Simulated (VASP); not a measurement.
# Pb (Im-3m) in VASP: a series of runs, part 2 of 2

VASP 6.6.1. Earlier steps stand in the parts before.

## 3. Single point, PBEsol

This run uses another cell than the first one, of 22.04 Å³/atom, 0.710 times its volume.

Contents of INCAR:

```
ALGO = Normal
EDIFF = 1E-6
ENCUT = 520
GGA = PS
ISIF = 2
ISMEAR = -1
LASPH = T
LCHARG = F
LREAL = F
LWAVE = F
NBANDS = 13
NELM = 60
PREC = Accurate
SIGMA = 0.05
```

Contents of KPOINTS:

```
k-points
0
Gamma
  9 9 9
```

Contents of POSCAR:

```
Pb
1.0
   -1.7662066999      1.7662066999      1.7662066999
    1.7662066999     -1.7662066999      1.7662066999
    1.7662066999      1.7662066999     -1.7662066999
Pb
1
Direct
    0.0000000000      0.0000000000      0.0000000000
```

Potentials or basis: VASP PAW PBE potentials, release 64 (Pb_d).

Command:

```
> cat potpaw_PBE.64/Pb_d/POTCAR > POTCAR
> mpirun -np 1 vasp_std > vasp.out
```

OUTCAR:

```text
EDIFF = 1E-6
   ENCUT = 520
   GGA = PS
   ISIF = 2
   ISMEAR = -1
   LASPH = T
   LREAL = F
   NELM = 60
   PREC = Accurate

 ion  position               nearest neighbor table
   1  0.000  0.000  0.000-

  LATTYP: Found a body centered cubic cell.
 ALAT       =     3.5324133998

  Lattice vectors:

 A1 = (  -1.7662066999,   1.7662066999,   1.7662066999)
 A2 = (   1.7662066999,  -1.7662066999,   1.7662066999)
 A3 = (   1.7662066999,   1.7662066999,  -1.7662066999)

Analysis of symmetry for initial positions (statically):
=====================================================================
 Subroutine PRICEL returns:
 Original cell was already a primitive cell.

 Routine SETGRP: Setting up the symmetry group for a
 body centered cubic supercell.

 Subroutine GETGRP returns: Found 48 space group operations
 (whereof 48 operations were pure point group operations)
 out of a pool of 48 trial point group operations.

The static configuration has the point symmetry O_h .

Analysis of symmetry for dynamics (positions and initial velocities):
=====================================================================
 Subroutine PRICEL returns:
 Original cell was already a primitive cell.

 Routine SETGRP: Setting up the symmetry group for a
 body centered cubic supercell.

 Subroutine GETGRP returns: Found 48 space group operations
 (whereof 48 operations were pure point group operations)
 out of a pool of 48 trial point group operations.

The dynamic configuration has the point symmetry O_h .

 Subroutine INISYM returns: Found 48 space group operations
 (whereof 48 operations are pure point group operations),
 and found     1 'primitive' translations

----------------------------------------------------------------------------------------

                                     Primitive cell

[... 106 lines left out ...]
   IMIX   =      4    mixing-type and parameters
     AMIX     =   0.40;   BMIX     =  1.00
     AMIX_MAG =   1.60;   BMIX_MAG =  1.00
  volume/ion in A,a.u.               =      22.04       148.72
  Fermi-wavevector in a.u.,A,eV,Ry     =   1.407309  2.659427 26.946573  1.980517
  Thomas-Fermi vector in A             =   2.529581
   LORBIT       =      0    0 simple, 1 ext, 2 COOP (PROOUT), +10 PAW based schemes
   GGA     = PS    functional components
   LHFCALC =     F    Hartree Fock is set to
   AEXX    =    0.0000 exact exchange contribution
   IVDW    =     0    specifies the selected vdW correction
   LEPSILON=     F    determine dielectric tensor
   LRPA    =     F    only Hartree local field effects (RPA)
 non-spin polarized calculation
  energy-cutoff  :      520.00
  volume of cell :       22.04
 maximum number of plane-waves:       607
   NGX = 11   NGY = 11   NGZ = 11

 number of electron      14.0000005 magnetization

 Free energy of the ion-electron system (eV)
  ---------------------------------------------------
  ext. energy  EPLUGINS =         0.00000000
  ---------------------------------------------------
  free energy    TOTEN  =        -3.41697808 eV

  energy without entropy =       -3.41168659  energy(sigma->0) =       -3.41433233

 E-fermi :  11.2700     XC(G=0): -11.9795

 val. band max:       11.2018069074   @ k =  -0.3333   0.3333   0.2222
 cond. band min:      11.2778998504   @ k =   0.2222   0.2222   0.1111
 fundamental gap:      0.0760929429
 Fermi energy:        11.2699776285

 k-point     1 :       0.0000    0.0000    0.0000
  band No.  band energies     occupation
      1      -6.2722      2.00000
      2      -6.2722      2.00000
      3      -6.2722      2.00000
      4      -5.7061      2.00000
      5      -5.7061      2.00000
      6      -3.1220      2.00000
      7      22.2951      0.00000
      8      22.2951      0.00000
      9      22.2951      0.00000
     10      22.6750      0.00000
     11      22.6750      0.00000
     12      22.6750      0.00000
     13      27.3403      0.00000
[... 354 lines left out ...]
  band No.  band energies     occupation
      1      -6.3295      2.00000
      2      -6.2207      2.00000
      3      -5.9319      2.00000
      4      -5.7681      2.00000
      5      -5.4113      2.00000
      6       3.8836      2.00000
      7       6.5981      2.00000
      8      12.1363      0.00000
      9      17.3612      0.00000
     10      22.0827      0.00000
     11      23.7079      0.00000
     12      23.9194      0.00000
     13      26.7199      0.00000

 [... further k-points ...]
[... 5 lines left out ...]
  --------------------------------------------------------------------------------------
  -------------------------------------------------------------------------------------
  Total        4.1110305      4.1110305      4.1110305     -0.0000000      0.0000000     -0.0000000
  in kB      298.8661324    298.8661324    298.8661324     -0.0000000      0.0000000     -0.0000000
  external PRESSURE =     298.8661324 kB  Pullay stress =       0.0000000 kB

 VOLUME and BASIS-vectors are now :
 -----------------------------------------------------------------------------
  energy-cutoff  :      520.00
  volume of cell :       22.04
      direct lattice vectors                 reciprocal lattice vectors
    -1.766206700  1.766206700  1.766206700     0.000000000  0.283092573  0.283092573
     1.766206700 -1.766206700  1.766206700     0.283092573  0.000000000  0.283092573
     1.766206700  1.766206700 -1.766206700     0.283092573  0.283092573  0.000000000

 POSITION                                       TOTAL-FORCE (eV/Angst)
 -----------------------------------------------------------------------------------
      0.00000      0.00000      0.00000        -0.000000     -0.000000     -0.000000
 -----------------------------------------------------------------------------------
    total drift:                                0.000000      0.000000     -0.000000

  FREE ENERGIE OF THE ION-ELECTRON SYSTEM (eV)
  ---------------------------------------------------
  free  energy   TOTEN  =        -3.4169780773 eV

  energy  without entropy=       -3.4116865916  energy(sigma->0) =       -3.41433233
```

stdout:

```text
POSCAR found type information on POSCAR Pb
 POSCAR found :  1 types and       1 ions
 scaLAPACK will be used
 -----------------------------------------------------------------------------
|                                                                             |
|                                                                             |
|     You enforced a specific xc type in the INCAR file but a different       |
|     I HOPE YOU KNOW WHAT YOU ARE DOING!                                     |
|                                                                             |
 -----------------------------------------------------------------------------

 LDA part: xc-table for (Slater+PW92), standard interpolation
 POSCAR, INCAR and KPOINTS ok, starting setup
 FFT: planning ... GRIDC
 FFT: planning ... GRID_SOFT
 FFT: planning ... GRID
 WAVECAR not read
 entering main loop
```

Run time: 4.1 s. Hardware: 1 thread of Intel Xeon Platinum 8488C (Sapphire Rapids), shared host; peak memory 0.14 GiB.

Results:

- Free energy: -3.4170 eV
- Pressure: 29.9 GPa
- Band gap on the k mesh: zero (band 7 reaches 22.30 eV, above the bottom of band 8 at 8.30 eV)

Caveat: the PAW data sets were made with another functional, which shifts forces and pressure a little; spin-orbit coupling is left out, which moves the levels of the heavy elements.

## 4. Single point, PBEsol

This run uses another cell than the first one, of 23.52 Å³/atom, 0.758 times its volume.

Contents of INCAR:

```
ALGO = Normal
EDIFF = 1E-6
ENCUT = 520
GGA = PS
ISIF = 2
ISMEAR = -1
LASPH = True
LCHARG = True
LELF = True
LREAL = False
LVHAR = True
LWAVE = False
NBANDS = 13
NELM = 60
PREC = Accurate
SIGMA = 0.05
```

KPOINTS is that of step 3.

Contents of POSCAR:

```
Pb
1.0
   -1.8049552217      1.8049552217      1.8049552217
    1.8049552217     -1.8049552217      1.8049552217
    1.8049552217      1.8049552217     -1.8049552217
Pb
1
Direct
    0.0000000000      0.0000000000      0.0000000000
```

Potentials or basis: VASP PAW PBE potentials, release 64 (Pb_d).

Command:

```
> cat potpaw_PBE.64/Pb_d/POTCAR > POTCAR
> mpirun -np 1 vasp_std > vasp.out
```

OUTCAR:

```text
EDIFF = 1E-6
   ENCUT = 520
   GGA = PS
   ISIF = 2
   ISMEAR = -1
   LASPH = True
   LREAL = False
   NELM = 60
   PREC = Accurate

 ion  position               nearest neighbor table
   1  0.000  0.000  0.000-

  LATTYP: Found a body centered cubic cell.
 ALAT       =     3.6099104434

  Lattice vectors:

 A1 = (  -1.8049552217,   1.8049552217,   1.8049552217)
 A2 = (   1.8049552217,  -1.8049552217,   1.8049552217)
 A3 = (   1.8049552217,   1.8049552217,  -1.8049552217)

Analysis of symmetry for initial positions (statically):
=====================================================================
 Subroutine PRICEL returns:
 Original cell was already a primitive cell.

 Routine SETGRP: Setting up the symmetry group for a
 body centered cubic supercell.

 Subroutine GETGRP returns: Found 48 space group operations
 (whereof 48 operations were pure point group operations)
 out of a pool of 48 trial point group operations.

The static configuration has the point symmetry O_h .

Analysis of symmetry for dynamics (positions and initial velocities):
=====================================================================
 Subroutine PRICEL returns:
 Original cell was already a primitive cell.

 Routine SETGRP: Setting up the symmetry group for a
 body centered cubic supercell.

 Subroutine GETGRP returns: Found 48 space group operations
 (whereof 48 operations were pure point group operations)
 out of a pool of 48 trial point group operations.

The dynamic configuration has the point symmetry O_h .

 Subroutine INISYM returns: Found 48 space group operations
 (whereof 48 operations are pure point group operations),
 and found     1 'primitive' translations

----------------------------------------------------------------------------------------

                                     Primitive cell

  volume of cell :      23.5212

  direct lattice vectors                    reciprocal lattice vectors
    -1.804955222  1.804955222  1.804955222     0.000000000  0.277015182  0.277015182
     1.804955222 -1.804955222  1.804955222     0.277015182  0.000000000  0.277015182
     1.804955222  1.804955222 -1.804955222     0.277015182  0.277015182  0.000000000

  length of vectors
     3.126274149  3.126274149  3.126274149     0.391758628  0.391758628  0.391758628

  position of ions in fractional coordinates (direct lattice)
     0.000000000  0.000000000  0.000000000

  ion indices of the primitive-cell ions
   primitive index   ion index
                 1           1

----------------------------------------------------------------------------------------

 KPOINTS: k-points

Automatic generation of k-mesh.
 Grid dimensions read from file:
 generate k-points for:    9    9    9

 Generating k-lattice:

  Cartesian coordinates                     Fractional coordinates (reciprocal lattice)
     0.000000000  0.030779465  0.030779465     0.111111111  0.000000000  0.000000000
     0.030779465  0.000000000  0.030779465     0.000000000  0.111111111  0.000000000
     0.030779465  0.030779465  0.000000000     0.000000000  0.000000000  0.111111111

  Length of vectors
     0.043528736  0.043528736  0.043528736

  Shift w.r.t. Gamma in fractional coordinates (k-lattice)
     0.000000000  0.000000000  0.000000000

 Subroutine IBZKPT returns following result:
 ===========================================

 Found     35 irreducible k-points:

 Following reciprocal coordinates:
            Coordinates               Weight
  0.000000  0.000000  0.000000      1.000000
  0.111111  0.000000  0.000000     12.000000
  0.222222  0.000000  0.000000     12.000000
  0.333333  0.000000  0.000000     12.000000
  0.444444  0.000000  0.000000     12.000000
  0.111111  0.111111  0.000000     24.000000
[... 16 lines left out ...]
 -0.333333  0.444444  0.111111     48.000000
 -0.444444 -0.444444  0.111111     24.000000
 [... further k-points ...]
   k-points           NKPTS =     35   k-points in BZ     NKDIM =     35   number of bands    NBANDS=     13
   number of dos      NEDOS =    301   number of ions     NIONS =      1
   total plane-waves  NPLWV =  13824
   dimension x,y,z NGX =    24 NGY =   24 NGZ =   24
   dimension x,y,z NGXF=    48 NGYF=   48 NGZF=   48
   ions per type =               1
   NGX,Y,Z   is equivalent  to a cutoff of  12.76, 12.76, 12.76 a.u.
   NGXF,Y,Z  is equivalent  to a cutoff of  25.52, 25.52, 25.52 a.u.
 SYSTEM =  unknown system
   PREC   = accura    normal or accurate (medium, high low for compatibility)
   ISTART =      0    job   : 0-new  1-cont  2-samecut
   ICHARG =      2    charge: 1-file 2-atom 10-const
   ISPIN  =      1    spin polarized calculation?
   LNONCOLLINEAR =      F non collinear calculations
   LSORBIT =      F    spin-orbit coupling
   LASPH  =      T    aspherical Exc in radial PAW
   ENCUT  =  520.0 eV  38.22 Ry    6.18 a.u.   5.81  5.81  5.81*2*pi/ulx,y,z
   NELM   =     60;   NELMIN=  2; NELMDL= -5     # of ELM steps
   EDIFF  = 0.1E-05   stopping-criterion for ELM
   LREAL  =      F    real-space projection
   EDIFFG = 0.1E-04   stopping-criterion for IOM
   NSW    =      0    number of steps for IOM
   IBRION =     -1    ionic relax: 0-MD 1-quasi-New 2-CG
   NFREE  =      0    steps in history (QN), initial steepest desc. (CG)
   ISIF   =      2    stress and relaxation
   ISYM   =      2    0-nonsym 1-usesym 2-fastsym
   POTIM  = 0.5000    time-step for ionic-motion
   TEBEG  =    0.0;   TEEND  =   0.0 temperature during run
   PSTRESS=    0.0 pullay stress
   NELECT =      14.0000    total number of electrons
   NUPDOWN=      -1.0000    fix difference up-down
   EMIN   =  10.00;   EMAX   =-10.00  energy-range for DOS
   EFERMI =   0.00;   METHOD = LEGACY
   ISMEAR =    -1;   SIGMA  =   0.05  broadening in eV -4-tet -1-fermi 0-gaus
   EFERMI_NEDOS =   21; number of points for ismear=-14 and -15
   IALGO  =     38    algorithm
   IMIX   =      4    mixing-type and parameters
     AMIX     =   0.40;   BMIX     =  1.00
     AMIX_MAG =   1.60;   BMIX_MAG =  1.00
  volume/ion in A,a.u.               =      23.52       158.73
  Fermi-wavevector in a.u.,A,eV,Ry     =   1.377097  2.602335 25.802022  1.896395
  Thomas-Fermi vector in A             =   2.502281
   LORBIT       =      0    0 simple, 1 ext, 2 COOP (PROOUT), +10 PAW based schemes
   GGA     = PS    functional components
   LHFCALC =     F    Hartree Fock is set to
   AEXX    =    0.0000 exact exchange contribution
   IVDW    =     0    specifies the selected vdW correction
   LEPSILON=     F    determine dielectric tensor
   LRPA    =     F    only Hartree local field effects (RPA)
 non-spin polarized calculation
  energy-cutoff  :      520.00
  volume of cell :       23.52
 maximum number of plane-waves:       650
   NGX = 11   NGY = 11   NGZ = 11

 number of electron      13.9999994 magnetization

 Free energy of the ion-electron system (eV)
  ---------------------------------------------------
  ext. energy  EPLUGINS =         0.00000000
  ---------------------------------------------------
  free energy    TOTEN  =        -3.64596931 eV

  energy without entropy =       -3.64204870  energy(sigma->0) =       -3.64400900

 E-fermi :  10.3015     XC(G=0): -11.6299

 val. band max:       10.1301994292   @ k =  -0.3333   0.3333   0.2222
 cond. band min:      10.3394311363   @ k =   0.2222   0.2222   0.1111
 fundamental gap:      0.2092317071
 Fermi energy:        10.3015132754

 k-point     1 :       0.0000    0.0000    0.0000
  band No.  band energies     occupation
      1      -7.0888      2.00000
      2      -7.0888      2.00000
      3      -7.0888      2.00000
      4      -6.6087      2.00000
      5      -6.6087      2.00000
      6      -3.4682      2.00000
      7      20.5551      0.00000
      8      20.5551      0.00000
      9      20.5551      0.00000
     10      21.6944      0.00000
     11      21.6944      0.00000
     12      21.6944      0.00000
     13      25.9022      0.00000
[... 353 lines left out ...]
 k-point    24 :      -0.4444   -0.4444    0.1111
  band No.  band energies     occupation
      1      -7.1248      2.00000
      2      -7.0312      2.00000
      3      -6.7937      2.00000
      4      -6.6580      2.00000
      5      -6.3604      2.00000
      6       2.9204      2.00000
      7       5.9466      2.00000
      8      11.1220      0.00000
      9      16.0951      0.00000
     10      20.6893      0.00000
     11      22.3974      0.00000
     12      22.4762      0.00000
     13      25.1909      0.00000

 [... further k-points ...]

------------------------ aborting loop because EDIFF is reached ----------------------------------------

  FORCE on cell =-STRESS in cart. coord.  units (eV):
  Direction    XX          YY          ZZ          XY          YZ          ZX
  --------------------------------------------------------------------------------------
  -------------------------------------------------------------------------------------
  Total        2.9166255      2.9166255      2.9166255      0.0000000      0.0000000      0.0000000
  in kB      198.6698482    198.6698482    198.6698482      0.0000000      0.0000000      0.0000000
  external PRESSURE =     198.6698482 kB  Pullay stress =       0.0000000 kB

 VOLUME and BASIS-vectors are now :
 -----------------------------------------------------------------------------
  energy-cutoff  :      520.00
  volume of cell :       23.52
      direct lattice vectors                 reciprocal lattice vectors
    -1.804955222  1.804955222  1.804955222     0.000000000  0.277015182  0.277015182
     1.804955222 -1.804955222  1.804955222     0.277015182  0.000000000  0.277015182
     1.804955222  1.804955222 -1.804955222     0.277015182  0.277015182  0.000000000

 POSITION                                       TOTAL-FORCE (eV/Angst)
 -----------------------------------------------------------------------------------
      0.00000      0.00000      0.00000        -0.000000      0.000000      0.000000
 -----------------------------------------------------------------------------------
    total drift:                                0.000000      0.000000     -0.000000

  FREE ENERGIE OF THE ION-ELECTRON SYSTEM (eV)
  ---------------------------------------------------
  free  energy   TOTEN  =        -3.6459693062 eV

  energy  without entropy=       -3.6420487037  energy(sigma->0) =       -3.64400900
```

stdout:

```text
POSCAR found type information on POSCAR Pb
 POSCAR found :  1 types and       1 ions
 scaLAPACK will be used
 -----------------------------------------------------------------------------
|                                                                             |
|                                                                             |
|     You enforced a specific xc type in the INCAR file but a different       |
|     I HOPE YOU KNOW WHAT YOU ARE DOING!                                     |
|                                                                             |
 -----------------------------------------------------------------------------

 LDA part: xc-table for (Slater+PW92), standard interpolation
 POSCAR, INCAR and KPOINTS ok, starting setup
 FFT: planning ... GRIDC
 FFT: planning ... GRID_SOFT
 FFT: planning ... GRID
 WAVECAR not read
 entering main loop
```

It took 4.4 s on 1 thread of Intel Xeon Platinum 8488C (Sapphire Rapids), shared host; peak memory 0.14 GiB.

Results:

```yaml
Free_energy: -3.6460 eV
Pressure: 19.9 GPa
Band_gap_on_the_k_mesh: zero (band 7 reaches 20.56 eV, above the bottom of band 8 at 7.53 eV)
```

Caveat: the PAW data sets were made with another functional, which shifts forces and pressure a little; spin-orbit coupling is left out, which moves the levels of the heavy elements.

## 5. Overview

```csv
cell,k mesh,gap on the mesh (eV),pressure (GPa)
"a = 3.429 Å, angles 109.5°, 1 atom",7 × 7 × 7,none,-2.2
"a = 3.059 Å, angles 109.5°, 1 atom",9 × 9 × 9,none,29.9
"a = 3.126 Å, angles 109.5°, 1 atom",9 × 9 × 9,none,19.9
```

Alike in all rows: task single point; level PBEsol; potentials or basis VASP PAW PBE potentials, release 64 (Pb_d); no spin polarisation; cutoff (eV) 520; smearing fermi-dirac 0.05 eV.

Caveats: the PAW data sets were made with another functional, which shifts forces and pressure a little; spin-orbit coupling is left out, which moves the levels of the heavy elements.

Total energies depend on the potentials used, so only differences within one code and one set of settings carry meaning.
